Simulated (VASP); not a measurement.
A run of VASP 6.6.1 is set up as follows.

INCAR

```
SYSTEM = AgOs9Ru2Pt3Au
PREC     = Accurate       ! precision mode
ENCUT    = 520            ! plane-wave cutoff, eV
EDIFF    = 1E-7           ! SCF threshold, eV
ISMEAR   = 0              ! smearing method
SIGMA    = 0.1            ! smearing width, eV
LREAL    = Auto         
LASPH    = .TRUE.         ! aspherical terms in the spheres
NELM     = 80             ! most SCF steps
ALGO     = Fast           ! electronic algorithm
ISIF     = 2              ! what is computed and relaxed
LWAVE    = .FALSE.        ! write WAVECAR
LCHARG   = .FALSE.        ! write CHGCAR
GGA      = PE             ! functional
ISYM     = 0            
NBANDS   = 90             ! bands
```

The input KPOINTS:

```
Automatic mesh
0
G
  3 3 3
  0 0 0
```

Contents of POSCAR:

```
AgOs9Ru2Pt3Au
1.0
   -3.9185686902      3.9014475558     -3.9025213116
    3.9025651914      3.8782783186      3.8953555732
    3.9212341749     -3.8942818174     -3.8980210579
Ru Ag Os Pt Au
2 1 9 3 1
Direct
    0.0031276380      0.2512694479      0.7599334645
    0.7416638267      0.2457817382      0.9821555995
    0.7517385026      0.0000122219      0.2517589314
    0.2638887888      1.0113150837      0.7611033801
    0.4900489430      1.0045111254      0.5038539261
    0.7493987802      0.4976954667      0.7611256937
    0.2633720281      0.2423932706      0.4976518352
    0.5060474655      0.7540256518      0.7484170585
    0.4836350745      0.2370768997      0.2413100740
    0.0040212329     -0.0047900693      0.9958772871
    1.0101091576      0.7534021934      0.2410952260
    0.2456514933      0.7564853346      0.0034960884
    0.7554017001      0.7519690944      0.5058629693
    0.2510081565      0.4994218001      0.2495832612
    0.4979579705      0.4922958827      0.9900005179
   -0.0005249767      0.4990456610      0.5012208656
```

Potentials or basis: VASP PAW PBE potentials, release 64 (Ru_pv, Ag, Os, Pt, Au).

Command:

```sh
$ cat potpaw_PBE.64/Ru_pv/POTCAR potpaw_PBE.64/Ag/POTCAR potpaw_PBE.64/Os/POTCAR potpaw_PBE.64/Pt/POTCAR potpaw_PBE.64/Au/POTCAR > POTCAR
$ mpirun -np 1 vasp_std > vasp.out
```

**Question.** Predict the pressure.

**Answer.** -0.3 GPa.

**Question.** Predict the band gap on the k mesh.

**Answer.** Zero (bands 76 and 77 overlap by 0.25 eV).

Forces in eV/Å, atoms in the order of the input:
```
Ru   0.019 -0.012 -0.048
Ru   0.005 -0.022 -0.012
Ag  -0.012  0.025  0.004
Os   0.031 -0.005 -0.007
Os  -0.008 -0.016  0.016
Os   0.026 -0.009 -0.012
Os   0.019 -0.007 -0.023
Os  -0.015  0.017 -0.027
Os  -0.013 -0.007 -0.002
Os  -0.016  0.023  0.020
Os  -0.028  0.017 -0.001
Os  -0.012 -0.012  0.031
Pt   0.021 -0.015  0.018
Pt  -0.023  0.015  0.015
Pt   0.004 -0.007  0.008
Au   0.003  0.016  0.022
```

Caveat: the k points lie up to 0.38 Å⁻¹ apart; spin-orbit coupling is left out, which moves the levels of the heavy elements.
